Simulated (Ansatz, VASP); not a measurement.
# One calculation of CaO, two programs

The input INCAR:

```
ALGO     = Normal         # electronic algorithm
EDIFF    = 1E-6           # SCF threshold, eV
ENCUT    = 600            # plane-wave cutoff, eV
GGA      = PS             # functional
GGA_COMPAT= False        
ISIF     = 2              # what is computed and relaxed
ISMEAR   = 0              # smearing method
LASPH    = True           # aspherical terms in the spheres
LCHARG   = False          # write CHGCAR
LREAL    = False          # projectors in reciprocal space
LWAVE    = False          # write WAVECAR
NBANDS   = 15             # bands
NELM     = 120            # most SCF steps
PREC     = Accurate       # precision mode
SIGMA    = 0.02           # smearing width, eV
```

The input KPOINTS:

```
k-points
0
Gamma
  10 10 10
```

POSCAR

```
CaO
1.0
    0.0000000000      2.6736756954      2.6736756954
    2.6736756954      0.0000000000      2.6736756954
    2.6736756954      2.6736756954      0.0000000000
Ca O
1 1
Direct
    0.0000000000      0.0000000000      0.0000000000
    0.5000000000      0.5000000000      0.5000000000
```

Input for Ansatz:

```yaml
crystal:
  lattice:
    - [0.0, 2.6736756954, 2.6736756954]
    - [2.6736756954, 0.0, 2.6736756954]
    - [2.6736756954, 2.6736756954, 0.0]
  atoms:
    - { symbol: Ca, position: [0.0, 0.0, 0.0] }
    - { symbol: O, position: [0.5, 0.5, 0.5] }
basis:
  ecutwfc: 420
kpoints:
  mp_grid: { grid: [10, 10, 10] }
hamiltonian:
  xc: pbesol
scf:
  occupations: { method: gaussian, width: 0.02 }
output:
  forces: true
  stress: true
  eigenvalues: true
```

Alike in both runs: task single point; functional PBEsol; k mesh 10 × 10 × 10; occupations gaussian, width 0.02 eV; no spin polarisation.

```csv
,VASP,Ansatz
version,VASP 6.6.1,Ansatz 0.2.0
potentials or method,"VASP PAW PBE potentials, release 64 (Ca_sv, O), cutoff 600 eV","scalar-relativistic, plane waves, PAW"
valence electrons in the cell,16,16
```

|  | VASP | Ansatz | Ansatz less VASP |
| --- | --- | --- | --- |
| gap on the k mesh at the Fermi level (eV) | 2.47 | 2.47 | +0.002 |
| least direct gap on the mesh (eV) | 2.47 | 2.47 | +0.002 |
| pressure (GPa) | -18.7 | -18.8 | -0.08 |

VASP's potentials were made for PBE, not for PBEsol.
